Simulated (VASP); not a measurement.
# CdF2 (Fm-3m) in VASP: a series of runs

Runs on CdF2. Level: PBEsol. Tasks: relaxation of cell and atoms.

Everything below comes from runs of VASP 6.6.1. Logs are shortened: lines on timing, memory, paths and dates and some standing lists are left out, and cuts for length are marked.

**1. The cell of the first run**

The structure is cubic, space group Fm-3m (No. 225). Conventional cell: a = 5.388 Å, b = 5.388 Å, c = 5.388 Å, α = 90.00°, β = 90.00°, γ = 90.00°. Cd (site symmetry m-3m) has 8 F at 2.33 Å within 3.1 Å. F (site symmetry -43m) has 4 Cd at 2.33 Å and 6 F at 2.69 Å within 3.1 Å.

**2. Relaxation of cell and atoms, PBEsol, target pressure 10 GPa, at which the enthalpy is minimised**

INCAR

```
PREC = Accurate
ENCUT = 600
EDIFF = 1E-7
ISMEAR = -1
SIGMA = 0.05
LREAL = F
LASPH = T
NELM = 80
ALGO = Normal
ISIF = 3
LWAVE = F
LCHARG = F
GGA = PS
IBRION = 2
NSW = 60
EDIFFG = -0.01
PSTRESS = 100.0
```

KPOINTS

```
Automatic mesh
0
Gamma
  9 9 9
```

POSCAR

```
CdF2
1.0
    0.0000000000      2.6940000000      2.6940000000
    2.6940000000      0.0000000000      2.6940000000
    2.6940000000      2.6940000000      0.0000000000
Cd F
1 2
Direct
    0.0000000000      0.0000000000      0.0000000000
    0.7500000000      0.7500000000      0.7500000000
    0.2500000000      0.2500000000      0.2500000000
```

Potentials or basis: VASP PAW PBE potentials, release 64 (Cd, F).

The run is started by

```sh
> cat potpaw_PBE.64/Cd/POTCAR potpaw_PBE.64/F/POTCAR > POTCAR
> mpirun -np 1 vasp_std > vasp.out
```

OUTCAR:

```text
PREC = Accurate
   ENCUT = 600
   EDIFF = 1E-7
   ISMEAR = -1
   LREAL = F
   LASPH = T
   NELM = 80
   ISIF = 3
   GGA = PS
   IBRION = 2
   NSW = 60
   EDIFFG = -0.01
   PSTRESS = 100.0

 ion  position               nearest neighbor table
   1  0.000  0.000  0.000-   2 2.33   2 2.33   2 2.33   2 2.33   3 2.33   3 2.33   3 2.33   3 2.33

   2  0.750  0.750  0.750-   1 2.33   1 2.33   1 2.33   1 2.33
   3  0.250  0.250  0.250-   1 2.33   1 2.33   1 2.33   1 2.33

  LATTYP: Found a face centered cubic cell.
 ALAT       =     5.3880000000

  Lattice vectors:

 A1 = (   0.0000000000,   2.6940000000,   2.6940000000)
 A2 = (   2.6940000000,   0.0000000000,   2.6940000000)
 A3 = (   2.6940000000,   2.6940000000,   0.0000000000)

Analysis of symmetry for initial positions (statically):
=====================================================================
 Subroutine PRICEL returns:
 Original cell was already a primitive cell.

 Routine SETGRP: Setting up the symmetry group for a
 face centered cubic supercell.

 Subroutine GETGRP returns: Found 48 space group operations
 (whereof 48 operations were pure point group operations)
 out of a pool of 48 trial point group operations.

The static configuration has the point symmetry O_h .

Analysis of symmetry for dynamics (positions and initial velocities):
=====================================================================
 Subroutine PRICEL returns:
 Original cell was already a primitive cell.

 Routine SETGRP: Setting up the symmetry group for a
 face centered cubic supercell.

 Subroutine GETGRP returns: Found 48 space group operations
 (whereof 48 operations were pure point group operations)
 out of a pool of 48 trial point group operations.

The dynamic configuration has the point symmetry O_h .

 Subroutine INISYM returns: Found 48 space group operations
 (whereof 48 operations are pure point group operations),
 and found     1 'primitive' translations

----------------------------------------------------------------------------------------

                                     Primitive cell

  volume of cell :      39.1041

  direct lattice vectors                    reciprocal lattice vectors
     0.000000000  2.694000000  2.694000000    -0.185597624  0.185597624  0.185597624
     2.694000000  0.000000000  2.694000000     0.185597624 -0.185597624  0.185597624
     2.694000000  2.694000000  0.000000000     0.185597624  0.185597624 -0.185597624

  length of vectors
     3.809891337  3.809891337  3.809891337     0.321464515  0.321464515  0.321464515

  position of ions in fractional coordinates (direct lattice)
     0.000000000  0.000000000  0.000000000
     0.750000000  0.750000000  0.750000000
     0.250000000  0.250000000  0.250000000

  ion indices of the primitive-cell ions
   primitive index   ion index
                 1           1
                 2           2
                 3           3

----------------------------------------------------------------------------------------

 KPOINTS: Automatic mesh

Automatic generation of k-mesh.
 Grid dimensions read from file:
 generate k-points for:    9    9    9

 Generating k-lattice:

  Cartesian coordinates                     Fractional coordinates (reciprocal lattice)
    -0.020621958  0.020621958  0.020621958     0.111111111  0.000000000  0.000000000
     0.020621958 -0.020621958  0.020621958     0.000000000  0.111111111  0.000000000
     0.020621958  0.020621958 -0.020621958     0.000000000  0.000000000  0.111111111

  Length of vectors
     0.035718279  0.035718279  0.035718279

  Shift w.r.t. Gamma in fractional coordinates (k-lattice)
     0.000000000  0.000000000  0.000000000

 Subroutine IBZKPT returns following result:
 ===========================================

 Found     35 irreducible k-points:

 Following reciprocal coordinates:
            Coordinates               Weight
  0.000000  0.000000  0.000000      1.000000
  0.111111  0.000000  0.000000      8.000000
  0.222222  0.000000  0.000000      8.000000
  0.333333  0.000000  0.000000      8.000000
  0.444444  0.000000  0.000000      8.000000
  0.111111  0.111111  0.000000      6.000000
[... 16 lines left out ...]
 -0.333333  0.333333  0.000000     12.000000
  0.444444  0.444444  0.000000      6.000000
 [... further k-points ...]
   k-points           NKPTS =     35   k-points in BZ     NKDIM =     35   number of bands    NBANDS=     17
   number of dos      NEDOS =    301   number of ions     NIONS =      3
   total plane-waves  NPLWV =  27000
   dimension x,y,z NGX =    30 NGY =   30 NGZ =   30
   dimension x,y,z NGXF=    60 NGYF=   60 NGZF=   60
   ions per type =               1   2
   NGX,Y,Z   is equivalent  to a cutoff of  13.09, 13.09, 13.09 a.u.
   NGXF,Y,Z  is equivalent  to a cutoff of  26.18, 26.18, 26.18 a.u.
 SYSTEM =  unknown system
   PREC   = accura    normal or accurate (medium, high low for compatibility)
   ISTART =      0    job   : 0-new  1-cont  2-samecut
   ICHARG =      2    charge: 1-file 2-atom 10-const
   ISPIN  =      1    spin polarized calculation?
   LNONCOLLINEAR =      F non collinear calculations
   LSORBIT =      F    spin-orbit coupling
   LASPH  =      T    aspherical Exc in radial PAW
   ENCUT  =  600.0 eV  44.10 Ry    6.64 a.u.   7.61  7.61  7.61*2*pi/ulx,y,z
   NELM   =     80;   NELMIN=  2; NELMDL= -5     # of ELM steps
   EDIFF  = 0.1E-06   stopping-criterion for ELM
   LREAL  =      F    real-space projection
   EDIFFG = -.1E-01   stopping-criterion for IOM
   NSW    =     60    number of steps for IOM
   IBRION =      2    ionic relax: 0-MD 1-quasi-New 2-CG
   NFREE  =      1    steps in history (QN), initial steepest desc. (CG)
   ISIF   =      3    stress and relaxation
   ISYM   =      2    0-nonsym 1-usesym 2-fastsym
   POTIM  = 0.5000    time-step for ionic-motion
   TEBEG  =    0.0;   TEEND  =   0.0 temperature during run
   PSTRESS=  100.0 pullay stress
   NELECT =      26.0000    total number of electrons
   NUPDOWN=      -1.0000    fix difference up-down
   EMIN   =  10.00;   EMAX   =-10.00  energy-range for DOS
   EFERMI =   0.00;   METHOD = LEGACY
   ISMEAR =    -1;   SIGMA  =   0.05  broadening in eV -4-tet -1-fermi 0-gaus
   EFERMI_NEDOS =   21; number of points for ismear=-14 and -15
   IALGO  =     38    algorithm
   IMIX   =      4    mixing-type and parameters
     AMIX     =   0.40;   BMIX     =  1.00
     AMIX_MAG =   1.60;   BMIX_MAG =  1.00
  volume/ion in A,a.u.               =      13.03        87.96
  Fermi-wavevector in a.u.,A,eV,Ry     =   1.428867  2.700166 27.778468  2.041660
  Thomas-Fermi vector in A             =   2.548882
   LORBIT       =      0    0 simple, 1 ext, 2 COOP (PROOUT), +10 PAW based schemes
   GGA     = PS    functional components
   LHFCALC =     F    Hartree Fock is set to
   AEXX    =    0.0000 exact exchange contribution
   IVDW    =     0    specifies the selected vdW correction
   LEPSILON=     F    determine dielectric tensor
   LRPA    =     F    only Hartree local field effects (RPA)
 conjugate gradient relaxation of ions
 non-spin polarized calculation
  energy-cutoff  :      600.00
  volume of cell :       39.10
 maximum number of plane-waves:      1324
   NGX = 15   NGY = 15   NGZ = 15

--------------------------------------- Ionic step        1  -------------------------------------------

 number of electron      25.9999977 magnetization

 Free energy of the ion-electron system (eV)
  ---------------------------------------------------
  ext. energy  EPLUGINS =         0.00000000
  ---------------------------------------------------
  free energy    TOTEN  =       -11.59689356 eV

  energy without entropy =      -11.59689356  energy(sigma->0) =      -11.59689356

 E-fermi :  -0.3608     XC(G=0): -10.7077

 val. band max:       -1.4747997473   @ k =  -0.3333   0.4444   0.2222
 cond. band min:       1.4587001947   @ k =   0.0000   0.0000   0.0000
 fundamental gap:      2.9334999420
 Fermi energy:        -0.3608042002

 k-point     1 :       0.0000    0.0000    0.0000
  band No.  band energies     occupation
      1     -22.1629      2.00000
      2     -21.0268      2.00000
      3      -7.0736      2.00000
      4      -7.0736      2.00000
      5      -7.0736      2.00000
      6      -5.8213      2.00000
[... 9 lines left out ...]
     16      11.0566      0.00000
     17      11.0566      0.00000

 k-point     2 :       0.1111    0.0000    0.0000
  band No.  band energies     occupation
      1     -22.1225      2.00000
      2     -21.0630      2.00000
      3      -7.0253      2.00000
      4      -7.0253      2.00000
      5      -6.9392      2.00000
      6      -5.8368      2.00000
[... 9 lines left out ...]
     16      11.2409      0.00000
     17      11.2409      0.00000
[... 501 lines left out ...]
 POSITION                                       TOTAL-FORCE (eV/Angst)
 -----------------------------------------------------------------------------------
      5.18440      2.59220      2.59220        -0.000000     -0.000000     -0.000000
      3.88830      3.88830      3.88830         0.000000      0.000000      0.000000
      1.29610      1.29610      1.29610        -0.000000     -0.000000     -0.000000
 -----------------------------------------------------------------------------------
    total drift:                                0.000000     -0.000000      0.000000

  FREE ENERGIE OF THE ION-ELECTRON SYSTEM (eV)
  ---------------------------------------------------
  free  energy   TOTEN  =       -11.3846508096 eV

  energy  without entropy=      -11.3846508096  energy(sigma->0) =      -11.38465081

  enthalpy is  TOTEN    =        -9.2103178857 eV   P V=        2.1743329239

--------------------------------------- Ionic step        3  -------------------------------------------

 number of electron      26.0000024 magnetization

 Free energy of the ion-electron system (eV)
  ---------------------------------------------------
  ext. energy  EPLUGINS =         0.00000000
  ---------------------------------------------------
  free energy    TOTEN  =       -11.51450212 eV

  energy without entropy =      -11.51450212  energy(sigma->0) =      -11.51450212

 E-fermi :   0.2049     XC(G=0): -11.1181

 val. band max:       -0.8923808687   @ k =  -0.3333   0.4444   0.2222
 cond. band min:       2.2891360544   @ k =   0.0000   0.0000   0.0000
 fundamental gap:      3.1815169231
 Fermi energy:         0.2048738607

 k-point     1 :       0.0000    0.0000    0.0000
  band No.  band energies     occupation
      1     -22.0250      2.00000
      2     -20.6639      2.00000
      3      -6.7800      2.00000
      4      -6.7800      2.00000
      5      -6.7800      2.00000
      6      -5.1785      2.00000
[... 9 lines left out ...]
     16      11.9573      0.00000
     17      11.9573      0.00000

 k-point     2 :       0.1111    0.0000    0.0000
  band No.  band energies     occupation
      1     -21.9766      2.00000
      2     -20.7086      2.00000
      3      -6.7226      2.00000
      4      -6.7226      2.00000
      5      -6.6205      2.00000
      6      -5.2016      2.00000
[... 9 lines left out ...]
     16      12.1673      0.00000
     17      12.1673      0.00000
[... 453 lines left out ...]
 VOLUME and BASIS-vectors are now :
 -----------------------------------------------------------------------------
  energy-cutoff  :      600.00
  volume of cell :       36.37
      direct lattice vectors                 reciprocal lattice vectors
     0.000000000  2.629727758  2.629727758    -0.190133750  0.190133750  0.190133750
     2.629727758  0.000000000  2.629727758     0.190133750 -0.190133750  0.190133750
     2.629727758  2.629727758  0.000000000     0.190133750  0.190133750 -0.190133750

 POSITION                                       TOTAL-FORCE (eV/Angst)
 -----------------------------------------------------------------------------------
      0.00000      0.00000      0.00000        -0.000000     -0.000000     -0.000000
      3.94459      3.94459      3.94459        -0.000000     -0.000000     -0.000000
      1.31486      1.31486      1.31486         0.000000      0.000000      0.000000
 -----------------------------------------------------------------------------------
    total drift:                                0.000000     -0.000000      0.000000

  FREE ENERGIE OF THE ION-ELECTRON SYSTEM (eV)
  ---------------------------------------------------
  free  energy   TOTEN  =       -11.5145021249 eV

  energy  without entropy=      -11.5145021249  energy(sigma->0) =      -11.51450212

  enthalpy is  TOTEN    =        -9.2443665993 eV   P V=        2.2701355256

 reached required accuracy - stopping structural energy minimisation
```

Wall time 37 s (1 thread of AMD EPYC 9R45 (Zen 5), shared host); peak memory 0.16 GiB.

What came out:

```yaml
Free_energy: -11.5145 eV
Relaxed_volume: 12.12 Å³/atom
Relaxed_cell: a = 3.719 Å, b = 3.719 Å, c = 3.719 Å, α = 60.00°, β = 60.00°, γ = 60.00°
Space_group_after_relaxing_to_0.05_Å: Fm-3m (No. 225)
Energy_change_on_relaxing_the_enthalpy_is_what_falls: +27.5 meV/atom
Ionic_steps: 3
Pressure_after_relaxing: 10.0 GPa
Band_gap_on_the_k_mesh: 3.18 eV, indirect (least direct gap 3.54 eV)
```

The path:
```
step  energy change (eV)  largest force (eV/Å)  pressure (GPa)  volume (Å³)
   1              0.0000                0.0000            0.37        39.10
   2              0.2122                0.0000           17.42        34.84
   3              0.0824                0.0000            9.97        36.37
```

Final structure:
```yaml
crystal:
  lattice:
    - [0.00000, 2.62973, 2.62973]
    - [2.62973, 0.00000, 2.62973]
    - [2.62973, 2.62973, 0.00000]
  atoms:
    - { symbol: Cd, position: [0.00000, 0.00000, 0.00000] }
    - { symbol: F, position: [0.75000, 0.75000, 0.75000] }
    - { symbol: F, position: [0.25000, 0.25000, 0.25000] }
```

Levels at points of the mesh, in eV from the valence-band top:
```tsv
k point	band 10	band 11	band 12	band 13	band 14	band 15	band 16	band 17
(0.00, 0.00, 0.00)	-1.17	-0.36	-0.36	-0.36	3.18	12.85	12.85	12.85
```

Caveat: the cell is relaxed towards a set pressure, so the enthalpy falls and the energy may rise; the PAW data sets were made with another functional, which shifts forces and pressure a little. PBEsol gaps usually lie below the measured ones, often by a third to a half.

(Continued in part 2 of 2.)
